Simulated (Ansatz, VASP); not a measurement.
**One calculation of KMgH3, two programs**

```xyz
5
Lattice="4.2263 0.0000 0.0000 0.0000 4.2263 0.0000 0.0000 0.0000 4.2263" Properties=species:S:1:pos:R:3 pbc="T T T"
K     0.0000    0.0000    0.0000
Mg    2.1131    2.1131    2.1131
H     0.0000    2.1131    2.1131
H     2.1131    0.0000    2.1131
H     2.1131    2.1131    0.0000
```

Change from the starting cell: strain +0.050 along x and y, +0.050 along z, atoms carried along.

Alike in both runs: task single point; functional LDA; k mesh 8 × 8 × 8; occupations gaussian, width 0.05 eV; no spin polarisation.

```csv
,VASP,Ansatz
version,VASP 6.6.1,Ansatz 0.2.0
potentials or method,"VASP PAW LDA potentials, release 64 (K_sv, Mg, H), cutoff 520 eV","scalar-relativistic, plane waves, PAW"
valence electrons in the cell,14,22
```

VASP gave:

| Item | Value |
| --- | --- |
| gap on the k mesh at the Fermi level (eV) | 1.61 |
| least direct gap on the mesh (eV) | 3.53 |
| pressure (GPa) | -6.4 |

What did Ansatz give for the same quantities?

gap on the k mesh at the Fermi level (eV): 1.62; least direct gap on the mesh (eV): 3.54; pressure (GPa): -6.1.

LDA's correlation is that of Perdew and Zunger in VASP and of Perdew and Wang (1992) in Ansatz. VASP's potentials hold 14 valence electrons a cell and Ansatz's 22, so a difference there can come from the potentials and not from the codes.
